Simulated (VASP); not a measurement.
Wanted: the native input for a VASP 6.6.1 run.

```
Task                   : single point
Functional             : r2SCAN
Potentials or basis    : VASP PAW PBE potentials, release 64 (Li_sv)
Cutoff                 : 720 eV
k mesh                 : 1 × 2 × 2
Occupations            : fermi-dirac, width 0.15 eV
Spin                   : no spin polarisation
Dipole correction      : no
Further INCAR settings : ALGO = Normal; EDIFF = 1e-06; NBANDS = 22
```

Li:

```
Li
1.0
     8.90888    0.00000    0.00000
     0.00000    4.45444    0.00000
     0.00000    0.00000    4.45444
Li
8
Direct
  0.43756 0.12354 0.62212
  0.18685 0.37545 0.37397
  0.06327 0.62273 0.87541
  0.31448 0.87038 0.12412
  0.93702 0.12541 0.62116
  0.68562 0.37844 0.37588
  0.56415 0.62626 0.87559
  0.81259 0.87302 0.12466
```

These files were run (other wordings do the same):

POSCAR

```
Li
1.0
    8.9088800000      0.0000000000      0.0000000000
    0.0000000000      4.4544400000      0.0000000000
    0.0000000000      0.0000000000      4.4544400000
Li
8
Direct
    0.4375598279      0.1235448227      0.6221168093
    0.1868479540      0.3754548271      0.3739702409
    0.0632694570      0.6227305789      0.8754052137
    0.3144771284      0.8703828091      0.1241211016
    0.9370171110      0.1254076831      0.6211629296
    0.6856195167      0.3784376936      0.3758842862
    0.5641477941      0.6262551522      0.8755926671
    0.8125856449      0.8730174837      0.1246567470
```

INCAR.step1

```
SYSTEM = Li
ALGO = Normal
EDIFF = 1E-5
ENCUT = 720
GGA = PE
GGA_COMPAT = .FALSE.
ISMEAR = -1
LASPH = .TRUE.
LCHARG = .FALSE.
LREAL = .FALSE.
LWAVE = .TRUE.
NBANDS = 22
NELM = 120
PREC = Accurate
SIGMA = 0.15
```

INCAR.step2

```
SYSTEM = Li
ALGO = Normal
EDIFF = 1E-6
ENCUT = 720
GGA_COMPAT = .FALSE.
ISIF = 2
ISMEAR = -1
ISTART = 1
LASPH = .TRUE.
LCHARG = .TRUE.
LELF = .TRUE.
LMIXTAU = .TRUE.
LREAL = .FALSE.
LVHAR = .TRUE.
LWAVE = .FALSE.
METAGGA = R2SCAN
NBANDS = 22
NELM = 120
PREC = Accurate
SIGMA = 0.15
```

KPOINTS

```
k-points
0
G
  1 2 2
  0 0 0
```

Potentials or basis: VASP PAW PBE potentials, release 64 (Li_sv).

Run with:

```sh
$ cat potpaw_PBE.64/Li_sv/POTCAR > POTCAR
$ cp INCAR.step1 INCAR
$ mpirun -np 1 vasp_std > vasp.out
$ cp INCAR.step2 INCAR
$ mpirun -np 1 vasp_std > vasp.out
```

Results of the run:

```
Pressure               : 0.5 GPa
Largest force          : 0.074 eV/Å
Band gap on the k mesh : zero (bands 12 and 13 overlap by 2.62 eV)
```

Caveat: the k points lie up to 0.71 Å⁻¹ apart, too coarse for converged energies and pressures of a metal; the PAW data sets were made with another functional, which shifts forces and pressure a little.

Wall time 97 s on 1 thread of Intel(R) Xeon(R) 6975P-C (Granite Rapids), on a shared host, peak memory 0.35 GiB.
